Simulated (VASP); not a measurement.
Write the native input for VASP 6.6.1 that does the following.

| Item | Value |
| --- | --- |
| Task | electric field gradients |
| Functional | LDA |
| Potentials or basis | VASP PAW LDA potentials, release 64 (Se) |
| Cutoff | 520 eV |
| k mesh | 6 × 6 × 5 |
| Occupations | fermi-dirac, width 0.03 eV |
| Spin | no spin polarisation |
| Dipole correction | no |
| Further INCAR settings | ALGO = Normal; EDIFF = 1e-08; NBANDS = 16 |

The structure of Se lies in POSCAR:

```
Se
1.0
    4.2788759499      0.0000000000      0.0000000000
   -2.1394379750      3.7056152723      0.0000000000
    0.0000000000      0.0000000000      4.9536000000
Se
3
Direct
    0.2254000000      0.0000000000      0.3333333333
    0.0000000000      0.2254000000      0.6666666667
    0.7746000000      0.7746000000      0.0000000000
```

This cell differs from its parent crystal: equal xx and yy strain of -2 %.

The input as run:

INCAR

```
SYSTEM = Se
PREC = Accurate
ENCUT = 520
EDIFF = 1E-8
ISMEAR = -1
SIGMA = 0.03
LREAL = .False.
LASPH = .True.
NELM = 60
ALGO = Normal
ISIF = 2
LWAVE = .False.
LCHARG = .False.
GGA = CA
LEFG = .True.
NBANDS = 16
```

KPOINTS

```
Automatic mesh
0
Gamma
  6 6 5
  0 0 0
```

Potentials or basis: VASP PAW LDA potentials, release 64 (Se).

The run is started by

```sh
$ cat potpaw_LDA.64/Se/POTCAR > POTCAR
$ mpirun -np 1 vasp_std > vasp.out
```

Results of the run:

```json
{
  "Pressure": "0.9 GPa",
  "Largest force": "0.660 eV/Å",
  "Band gap on the k mesh": "1.20 eV (least direct gap 1.33 eV)",
  "Largest electric field gradient by atom": "Se -480.4 V/Å²"
}
```

Caveat: the cell differs from its parent crystal (equal xx and yy strain of -2 %); without QUAD_EFG the Cq values of the log hold for a quadrupole moment of 1 mb, not for the nuclei; an odd mesh through Γ misses points on the zone boundary, where band edges can lie.

Run time: 41 s on 1 thread of Intel Xeon 8259CL, on a shared host, peak memory 0.17 GiB.
